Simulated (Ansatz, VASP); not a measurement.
**SnO in VASP and in Ansatz**

POSCAR

```
SnO
1.0
   -2.6924444220      2.6925337010      0.0000000000
   -2.6924444220     -2.6925337010      0.0000000000
    0.0000000000      0.0000000000      9.7255476785
Sn O
4 4
Direct
    0.0000739708      0.9999260292      0.6846694812
    0.9999260292      0.0000739708      0.1769578333
    0.4999260292      0.5000739708      0.9564576498
    0.5000739708      0.4999260292      0.4487460018
    0.9999014542      0.5000985458      0.0589960935
    0.0000985458      0.4999014542      0.5667077415
    0.4999014542      0.0000985458      0.0589960935
    0.5000985458      0.9999014542      0.5667077415
```

File INCAR.step1:

```
ALGO     = Normal         # electronic algorithm
EDIFF    = 1E-4           # SCF threshold, eV
ENCUT    = 520            # plane-wave cutoff, eV
GGA      = PE             # functional
ISMEAR   = 0              # smearing method
LASPH    = True           # aspherical terms in the spheres
LCHARG   = False          # write CHGCAR
LREAL    = False          # projectors in reciprocal space
LWAVE    = True           # write WAVECAR
NBANDS   = 50             # bands
NELM     = 60             # most SCF steps
PREC     = Accurate       # precision mode
SIGMA    = 0.03           # smearing width, eV
```

INCAR.step2

```
ALGO     = Normal         # electronic algorithm
EDIFF    = 1E-6           # SCF threshold, eV
ENCUT    = 520            # plane-wave cutoff, eV
ISIF     = 2              # what is computed and relaxed
ISMEAR   = 0              # smearing method
ISTART   = 1            
LASPH    = True           # aspherical terms in the spheres
LCHARG   = False          # write CHGCAR
LMIXTAU  = True         
LREAL    = False          # projectors in reciprocal space
LWAVE    = False          # write WAVECAR
METAGGA  = R2SCAN         # meta-GGA
NBANDS   = 50             # bands
NELM     = 60             # most SCF steps
PREC     = Accurate       # precision mode
SIGMA    = 0.03           # smearing width, eV
```

KPOINTS

```
k-points
0
Gamma
  9 9 4
```

Input for Ansatz:

```yaml
crystal:
  lattice:
    - [-2.692444422, 2.692533701, 0.0]
    - [-2.692444422, -2.692533701, 0.0]
    - [0.0, 0.0, 9.7255476785]
  atoms:
    - { symbol: Sn, position: [7.39708e-05, 0.9999260292, 0.6846694812] }
    - { symbol: Sn, position: [0.9999260292, 7.39708e-05, 0.1769578333] }
    - { symbol: Sn, position: [0.4999260292, 0.5000739708, 0.9564576498] }
    - { symbol: Sn, position: [0.5000739708, 0.4999260292, 0.4487460018] }
    - { symbol: O, position: [0.9999014542, 0.5000985458, 0.0589960935] }
    - { symbol: O, position: [9.85458e-05, 0.4999014542, 0.5667077415] }
    - { symbol: O, position: [0.4999014542, 9.85458e-05, 0.0589960935] }
    - { symbol: O, position: [0.5000985458, 0.9999014542, 0.5667077415] }
basis:
  ecutwfc: 500
kpoints:
  mp_grid: { grid: [9, 9, 4] }
hamiltonian:
  xc: r2scan
scf:
  occupations: { method: gaussian, width: 0.03 }
output:
  forces: true
  stress: true
  eigenvalues: true
```

Alike in both runs: task single point; functional r2SCAN; k mesh 9 × 9 × 4; occupations gaussian, width 0.03 eV; no spin polarisation.

|  | VASP | Ansatz |
| --- | --- | --- |
| version | VASP 6.6.1 | Ansatz 0.2.0 |
| potentials or method | VASP PAW PBE potentials, release 64 (Sn_d, O), cutoff 520 eV | scalar-relativistic, plane waves, PAW |
| valence electrons in the cell | 80 | 80 |

|  | VASP | Ansatz | Ansatz less VASP |
| --- | --- | --- | --- |
| gap on the k mesh at the Fermi level (eV) | 0.62 | 0.61 | -0.006 |
| least direct gap on the mesh (eV) | 1.83 | 1.89 | +0.056 |
| pressure (GPa) | 3.4 | 2.8 | -0.62 |
| traceless stress, the component that is largest in VASP (GPa) | 0.37 | 0.47 | +0.101 |
| rms of the force components (eV/Å) | 0.604 | 0.566 | -0.0379 |

VASP's potentials were made for PBE, not for r2SCAN. Atom by atom the forces differ by 0.061 eV/Å (rms over components).
